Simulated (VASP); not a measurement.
# Nb (Fd-3m) in VASP: further runs

Nb is run at these levels: PBEsol; tasks: single point.

Program: VASP 6.6.1. These are calculated values, not measurements. Logs are shortened: lines on timing, memory, paths and dates and some standing lists are left out, and cuts for length are marked.

**1. The cell of the first run**

The structure is cubic, space group Fd-3m (No. 227). The conventional cell has a = 5.813 Å, b = 5.813 Å, c = 5.813 Å, α = 90.00°, β = 90.00°, γ = 90.00°. Nb (site symmetry -43m) has 4 Nb at 2.52 Å within 3.3 Å.

This isn't the form of Nb at room conditions, which is bcc.

**2. Single point, PBEsol**

INCAR

```
PREC = Accurate ; ENCUT = 520
EDIFF = 1E-7 ; ISMEAR = -1
SIGMA = 0.1 ; LREAL = F
LASPH = T ; NELM = 60
ALGO = Normal ; ISIF = 2
LWAVE = F ; LCHARG = F
GGA = PS ; NBANDS = 20
```

KPOINTS

```
regular mesh
0
Gamma
  9 9 9
```

POSCAR

```
Nb
1.0
    0.0000000000      2.9067478017      2.9067478017
    2.9067478017      0.0000000000      2.9067478017
    2.9067478017      2.9067478017      0.0000000000
Nb
2
Direct
    0.1250000000      0.1250000000      0.1250000000
    0.8750000000      0.8750000000      0.8750000000
```

Potentials or basis: VASP PAW PBE potentials, release 64 (Nb_sv).

Run with:

```sh
cat potpaw_PBE.64/Nb_sv/POTCAR > POTCAR
mpirun -np 1 vasp_std > vasp.out
```

OUTCAR:

```text
PREC = Accurate
   ENCUT = 520
   EDIFF = 1E-7
   ISMEAR = -1
   LREAL = F
   LASPH = T
   NELM = 60
   ISIF = 2
   GGA = PS

 ion  position               nearest neighbor table
   1  0.125  0.125  0.125-   2 2.52   2 2.52   2 2.52   2 2.52
   2  0.875  0.875  0.875-   1 2.52   1 2.52   1 2.52   1 2.52

  LATTYP: Found a face centered cubic cell.
 ALAT       =     5.8134956034

  Lattice vectors:

 A1 = (   0.0000000000,   2.9067478017,   2.9067478017)
 A2 = (   2.9067478017,   0.0000000000,   2.9067478017)
 A3 = (   2.9067478017,   2.9067478017,   0.0000000000)

Analysis of symmetry for initial positions (statically):
=====================================================================
 Subroutine PRICEL returns:
 Original cell was already a primitive cell.

 Routine SETGRP: Setting up the symmetry group for a
 face centered cubic supercell.

 Subroutine GETGRP returns: Found 48 space group operations
 (whereof 12 operations were pure point group operations)
 out of a pool of 48 trial point group operations.

The static configuration has the point symmetry D_3d.
 The point group associated with its full space group is O_h .

Analysis of symmetry for dynamics (positions and initial velocities):
=====================================================================
 Subroutine PRICEL returns:
 Original cell was already a primitive cell.

 Routine SETGRP: Setting up the symmetry group for a
 face centered cubic supercell.

 Subroutine GETGRP returns: Found 48 space group operations
 (whereof 12 operations were pure point group operations)
 out of a pool of 48 trial point group operations.

The dynamic configuration has the point symmetry D_3d.
 The point group associated with its full space group is O_h .

 Subroutine INISYM returns: Found 48 space group operations
 (whereof 12 operations are pure point group operations),
 and found     1 'primitive' translations

----------------------------------------------------------------------------------------

                                     Primitive cell

  volume of cell :      49.1193

  direct lattice vectors                    reciprocal lattice vectors
     0.000000000  2.906747802  2.906747802    -0.172013547  0.172013547  0.172013547
     2.906747802  0.000000000  2.906747802     0.172013547 -0.172013547  0.172013547
     2.906747802  2.906747802  0.000000000     0.172013547  0.172013547 -0.172013547

[... 78 lines left out ...]
   LNONCOLLINEAR =      F non collinear calculations
   LSORBIT =      F    spin-orbit coupling
   LASPH  =      T    aspherical Exc in radial PAW
   ENCUT  =  520.0 eV  38.22 Ry    6.18 a.u.   7.64  7.64  7.64*2*pi/ulx,y,z
   NELM   =     60;   NELMIN=  2; NELMDL= -5     # of ELM steps
   EDIFF  = 0.1E-06   stopping-criterion for ELM
   LREAL  =      F    real-space projection
   EDIFFG = 0.1E-05   stopping-criterion for IOM
   NSW    =      0    number of steps for IOM
   IBRION =     -1    ionic relax: 0-MD 1-quasi-New 2-CG
   NFREE  =      0    steps in history (QN), initial steepest desc. (CG)
   ISIF   =      2    stress and relaxation
   ISYM   =      2    0-nonsym 1-usesym 2-fastsym
   POTIM  = 0.5000    time-step for ionic-motion
   TEBEG  =    0.0;   TEEND  =   0.0 temperature during run
   PSTRESS=    0.0 pullay stress
   NELECT =      26.0000    total number of electrons
   NUPDOWN=      -1.0000    fix difference up-down
   EMIN   =  10.00;   EMAX   =-10.00  energy-range for DOS
   EFERMI =   0.00;   METHOD = LEGACY
   ISMEAR =    -1;   SIGMA  =   0.10  broadening in eV -4-tet -1-fermi 0-gaus
   EFERMI_NEDOS =   21; number of points for ismear=-14 and -15
   IALGO  =     38    algorithm
   IMIX   =      4    mixing-type and parameters
     AMIX     =   0.40;   BMIX     =  1.00
     AMIX_MAG =   1.60;   BMIX_MAG =  1.00
  volume/ion in A,a.u.               =      24.56       165.74
  Fermi-wavevector in a.u.,A,eV,Ry     =   1.324286  2.502538 23.861007  1.753735
  Thomas-Fermi vector in A             =   2.453832
   LORBIT       =      0    0 simple, 1 ext, 2 COOP (PROOUT), +10 PAW based schemes
   GGA     = PS    functional components
   LHFCALC =     F    Hartree Fock is set to
   AEXX    =    0.0000 exact exchange contribution
   IVDW    =     0    specifies the selected vdW correction
   LEPSILON=     F    determine dielectric tensor
   LRPA    =     F    only Hartree local field effects (RPA)
 non-spin polarized calculation
  energy-cutoff  :      520.00
  volume of cell :       49.12
 maximum number of plane-waves:      1363
   NGX = 15   NGY = 15   NGZ = 15

 number of electron      26.0000001 magnetization

 Free energy of the ion-electron system (eV)
  ---------------------------------------------------
  ext. energy  EPLUGINS =         0.00000000
  ---------------------------------------------------
  free energy    TOTEN  =       -16.64993889 eV

  energy without entropy =      -16.54152703  energy(sigma->0) =      -16.59573296

 E-fermi :   7.0754     XC(G=0): -10.6958

 val. band max:        7.0740316360   @ k =  -0.3333   0.1111   0.0000
 cond. band min:       7.1215319663   @ k =  -0.1111   0.1111   0.0000
 fundamental gap:      0.0475003303
 Fermi energy:         7.0754230719

 k-point     1 :       0.0000    0.0000    0.0000
  band No.  band energies     occupation
      1     -47.3729      2.00000
      2     -46.5648      2.00000
      3     -23.8205      2.00000
      4     -23.8205      2.00000
      5     -23.8205      2.00000
      6     -22.5558      2.00000
[... 541 lines left out ...]
     19      12.6438      0.00000
     20      13.0419      0.00000

 [... further k-points ...]

------------------------ aborting loop because EDIFF is reached ----------------------------------------

  FORCE on cell =-STRESS in cart. coord.  units (eV):
  Direction    XX          YY          ZZ          XY          YZ          ZX
  --------------------------------------------------------------------------------------
  -------------------------------------------------------------------------------------
  Total        0.0151640      0.0151640      0.0151640     -0.0000000      0.0000000      0.0000000
  in kB        0.4946206      0.4946206      0.4946206     -0.0000000      0.0000000      0.0000000
  external PRESSURE =       0.4946206 kB  Pullay stress =       0.0000000 kB

 VOLUME and BASIS-vectors are now :
 -----------------------------------------------------------------------------
  energy-cutoff  :      520.00
  volume of cell :       49.12
      direct lattice vectors                 reciprocal lattice vectors
     0.000000000  2.906747802  2.906747802    -0.172013547  0.172013547  0.172013547
     2.906747802  0.000000000  2.906747802     0.172013547 -0.172013547  0.172013547
     2.906747802  2.906747802  0.000000000     0.172013547  0.172013547 -0.172013547

 POSITION                                       TOTAL-FORCE (eV/Angst)
 -----------------------------------------------------------------------------------
      0.72669      0.72669      0.72669        -0.000000     -0.000000     -0.000000
      5.08681      5.08681      5.08681         0.000000      0.000000      0.000000
 -----------------------------------------------------------------------------------
    total drift:                                0.000000      0.000000     -0.000000

  FREE ENERGIE OF THE ION-ELECTRON SYSTEM (eV)
  ---------------------------------------------------
  free  energy   TOTEN  =       -16.6499388922 eV

  energy  without entropy=      -16.5415270313  energy(sigma->0) =      -16.59573296
```

OSZICAR:

```text
N       E                     dE             d eps       ncg     rms          rms(c)
DAV:   1     0.292437103605E+03    0.29244E+03   -0.14545E+04  1408   0.130E+03
DAV:   2     0.686764534818E+01   -0.28557E+03   -0.27792E+03  1656   0.516E+02
DAV:   3    -0.158727510716E+02   -0.22740E+02   -0.21742E+02  2692   0.102E+02
DAV:   4    -0.167388823433E+02   -0.86613E+00   -0.85304E+00  1876   0.183E+01
DAV:   5    -0.167889410804E+02   -0.50059E-01   -0.49830E-01  2392   0.433E+00    0.855E+00
DAV:   6    -0.166317244808E+02    0.15722E+00   -0.53372E-01  2188   0.668E+00    0.370E+00
DAV:   7    -0.166415793799E+02   -0.98549E-02   -0.12972E-01  2484   0.351E+00    0.123E+00
DAV:   8    -0.166499818455E+02   -0.84025E-02   -0.32434E-02  2240   0.159E+00    0.203E-01
DAV:   9    -0.166498414365E+02    0.14041E-03   -0.25144E-03  2244   0.339E-01    0.168E-01
DAV:  10    -0.166499410112E+02   -0.99575E-04   -0.39565E-04  1688   0.232E-01    0.203E-02
DAV:  11    -0.166499393038E+02    0.17074E-05   -0.17860E-05  2064   0.351E-02    0.443E-03
DAV:  12    -0.166499391146E+02    0.18919E-06   -0.12527E-06  1936   0.144E-02    0.243E-03
DAV:  13    -0.166499389085E+02    0.20614E-06   -0.52821E-08  1124   0.262E-03    0.551E-04
DAV:  14    -0.166499388922E+02    0.16235E-07   -0.18975E-08  1024   0.174E-03
   1 F= -.16649939E+02 E0= -.16595733E+02  d E =-.108412E+00
```

stdout:

```text
POSCAR found type information on POSCAR Nb
 POSCAR found :  1 types and       2 ions
 scaLAPACK will be used
 -----------------------------------------------------------------------------
|                                                                             |
|                                                                             |
|     You enforced a specific xc type in the INCAR file but a different       |
|     I HOPE YOU KNOW WHAT YOU ARE DOING!                                     |
|                                                                             |
 -----------------------------------------------------------------------------

 LDA part: xc-table for (Slater+PW92), standard interpolation
 POSCAR, INCAR and KPOINTS ok, starting setup
 FFT: planning ... GRIDC
 FFT: planning ... GRID_SOFT
 FFT: planning ... GRID
 WAVECAR not read
 entering main loop
```

Run time: 19 s. Hardware: 1 thread of Intel Xeon Platinum 8559C (Emerald Rapids), shared host; peak memory 0.18 GiB.

Results:

- Free energy: -16.6499 eV
- Pressure: 0.0 GPa
- Band gap on the k mesh: zero (bands 13 and 14 overlap by 1.19 eV)

Caveat: the PAW data sets were made with another functional, which shifts forces and pressure a little.

**3. Single point, PBEsol (21.61 Å³/atom)**

This run uses another cell than the first one, of 21.61 Å³/atom.

INCAR

```
SYSTEM = Nb
ALGO = Normal
EDIFF = 1E-6
ENCUT = 520
GGA = PS
ISIF = 2
ISMEAR = -1
LASPH = .TRUE.
LCHARG = .TRUE.
LELF = .TRUE.
LREAL = .FALSE.
LVHAR = .TRUE.
LWAVE = .FALSE.
NBANDS = 20
NELM = 60
PREC = Accurate
SIGMA = 0.1
```

KPOINTS

```
k-points
0
G
  11 11 11
  0 0 0
```

POSCAR

```
Nb
1.0
    0.0000000000      2.7854898273      2.7854898273
    2.7854898273      0.0000000000      2.7854898273
    2.7854898273      2.7854898273      0.0000000000
Nb
2
Direct
    0.1250000000      0.1250000000      0.1250000000
    0.8750000000      0.8750000000      0.8750000000
```

Potentials or basis: VASP PAW PBE potentials, release 64 (Nb_sv).

Run with:

```sh
cat potpaw_PBE.64/Nb_sv/POTCAR > POTCAR
mpirun -np 1 vasp_std > vasp.out
```

OUTCAR:

```text
SYSTEM = Nb
   EDIFF = 1E-6
   ENCUT = 520
   GGA = PS
   ISIF = 2
   ISMEAR = -1
   LASPH = .TRUE.
   LREAL = .FALSE.
   NELM = 60
   PREC = Accurate

 ion  position               nearest neighbor table
   1  0.125  0.125  0.125-   2 2.41   2 2.41   2 2.41   2 2.41
   2  0.875  0.875  0.875-   1 2.41   1 2.41   1 2.41   1 2.41

  LATTYP: Found a face centered cubic cell.
 ALAT       =     5.5709796546

  Lattice vectors:

 A1 = (   0.0000000000,   2.7854898273,   2.7854898273)
 A2 = (   2.7854898273,   0.0000000000,   2.7854898273)
 A3 = (   2.7854898273,   2.7854898273,   0.0000000000)

Analysis of symmetry for initial positions (statically):
=====================================================================
 Subroutine PRICEL returns:
 Original cell was already a primitive cell.

 Routine SETGRP: Setting up the symmetry group for a
 face centered cubic supercell.

 Subroutine GETGRP returns: Found 48 space group operations
 (whereof 12 operations were pure point group operations)
 out of a pool of 48 trial point group operations.

The static configuration has the point symmetry D_3d.
 The point group associated with its full space group is O_h .

Analysis of symmetry for dynamics (positions and initial velocities):
=====================================================================
 Subroutine PRICEL returns:
 Original cell was already a primitive cell.

 Routine SETGRP: Setting up the symmetry group for a
 face centered cubic supercell.

 Subroutine GETGRP returns: Found 48 space group operations
 (whereof 12 operations were pure point group operations)
 out of a pool of 48 trial point group operations.

The dynamic configuration has the point symmetry D_3d.
 The point group associated with its full space group is O_h .

 Subroutine INISYM returns: Found 48 space group operations
 (whereof 12 operations are pure point group operations),
 and found     1 'primitive' translations

[... 111 lines left out ...]
   IALGO  =     38    algorithm
   IMIX   =      4    mixing-type and parameters
     AMIX     =   0.40;   BMIX     =  1.00
     AMIX_MAG =   1.60;   BMIX_MAG =  1.00
  volume/ion in A,a.u.               =      21.61       145.85
  Fermi-wavevector in a.u.,A,eV,Ry     =   1.381935  2.611479 25.983660  1.909745
  Thomas-Fermi vector in A             =   2.506673
   LORBIT       =      0    0 simple, 1 ext, 2 COOP (PROOUT), +10 PAW based schemes
   GGA     = PS    functional components
   LHFCALC =     F    Hartree Fock is set to
   AEXX    =    0.0000 exact exchange contribution
   IVDW    =     0    specifies the selected vdW correction
   LEPSILON=     F    determine dielectric tensor
   LRPA    =     F    only Hartree local field effects (RPA)
 non-spin polarized calculation
  energy-cutoff  :      520.00
  volume of cell :       43.22
 maximum number of plane-waves:      1211
 NGX is ok and might be reduce to    30
   NGX = 15   NGY = 15   NGZ = 15

 number of electron      26.0000000 magnetization

 Free energy of the ion-electron system (eV)
  ---------------------------------------------------
  ext. energy  EPLUGINS =         0.00000000
  ---------------------------------------------------
  free energy    TOTEN  =       -16.43619562 eV

  energy without entropy =      -16.34270765  energy(sigma->0) =      -16.38945164

 E-fermi :   8.5604     XC(G=0): -11.3040

 val. band max:        8.5555642544   @ k =   0.3636   0.2727   0.0909
 cond. band min:       8.5882790617   @ k =   0.3636   0.0909   0.0000
 fundamental gap:      0.0327148072
 Fermi energy:         8.5603513275

 k-point     1 :       0.0000    0.0000    0.0000
  band No.  band energies     occupation
      1     -46.0469      2.00000
      2     -44.8261      2.00000
      3     -22.5770      2.00000
      4     -22.5770      2.00000
      5     -22.5770      2.00000
      6     -20.8784      2.00000
[... 541 lines left out ...]
     19      15.1415      0.00000
     20      19.0080      0.00000

 [... further k-points ...]

------------------------ aborting loop because EDIFF is reached ----------------------------------------

  FORCE on cell =-STRESS in cart. coord.  units (eV):
  Direction    XX          YY          ZZ          XY          YZ          ZX
  --------------------------------------------------------------------------------------
  -------------------------------------------------------------------------------------
  Total        3.3993976      3.3993976      3.3993976      0.0000000      0.0000000      0.0000000
  in kB      126.0021102    126.0021102    126.0021102      0.0000000      0.0000000      0.0000000
  external PRESSURE =     126.0021102 kB  Pullay stress =       0.0000000 kB

 VOLUME and BASIS-vectors are now :
 -----------------------------------------------------------------------------
  energy-cutoff  :      520.00
  volume of cell :       43.22
      direct lattice vectors                 reciprocal lattice vectors
     0.000000000  2.785489827  2.785489827    -0.179501643  0.179501643  0.179501643
     2.785489827  0.000000000  2.785489827     0.179501643 -0.179501643  0.179501643
     2.785489827  2.785489827  0.000000000     0.179501643  0.179501643 -0.179501643

 POSITION                                       TOTAL-FORCE (eV/Angst)
 -----------------------------------------------------------------------------------
      0.69637      0.69637      0.69637         0.000000     -0.000000     -0.000000
      4.87461      4.87461      4.87461        -0.000000      0.000000      0.000000
 -----------------------------------------------------------------------------------
    total drift:                               -0.000000      0.000000      0.000000

  FREE ENERGIE OF THE ION-ELECTRON SYSTEM (eV)
  ---------------------------------------------------
  free  energy   TOTEN  =       -16.4361956230 eV

  energy  without entropy=      -16.3427076522  energy(sigma->0) =      -16.38945164
```

stdout:

```text
POSCAR found type information on POSCAR Nb
 POSCAR found :  1 types and       2 ions
 scaLAPACK will be used
 -----------------------------------------------------------------------------
|                                                                             |
|                                                                             |
|     You enforced a specific xc type in the INCAR file but a different       |
|     I HOPE YOU KNOW WHAT YOU ARE DOING!                                     |
|                                                                             |
 -----------------------------------------------------------------------------

 LDA part: xc-table for (Slater+PW92), standard interpolation
 POSCAR, INCAR and KPOINTS ok, starting setup
 FFT: planning ... GRIDC
 FFT: planning ... GRID_SOFT
 FFT: planning ... GRID
 WAVECAR not read
 entering main loop
```

It took 29 s on 1 thread of Intel Xeon Platinum 8559C (Emerald Rapids), shared host; peak memory 0.18 GiB.

Results:

```yaml
Free_energy: -16.4362 eV
Pressure: 12.6 GPa
Band_gap_on_the_k_mesh: zero (bands 13 and 14 overlap by 1.93 eV)
```

Levels at points of the mesh, in eV from the Fermi level:
| k point | band 9 | band 10 | band 11 | band 12 | band 13 | band 14 | band 15 | band 16 | band 17 | band 18 |
| --- | --- | --- | --- | --- | --- | --- | --- | --- | --- | --- |
| (0.00, 0.00, 0.00) | -4.85 | -2.07 | -2.07 | -0.64 | -0.64 | -0.64 | 2.26 | 2.26 | 2.26 | 6.30 |

Caveat: the cell stands under pressure; the PAW data sets were made with another functional, which shifts forces and pressure a little.

(Continued in part 2 of 2.)
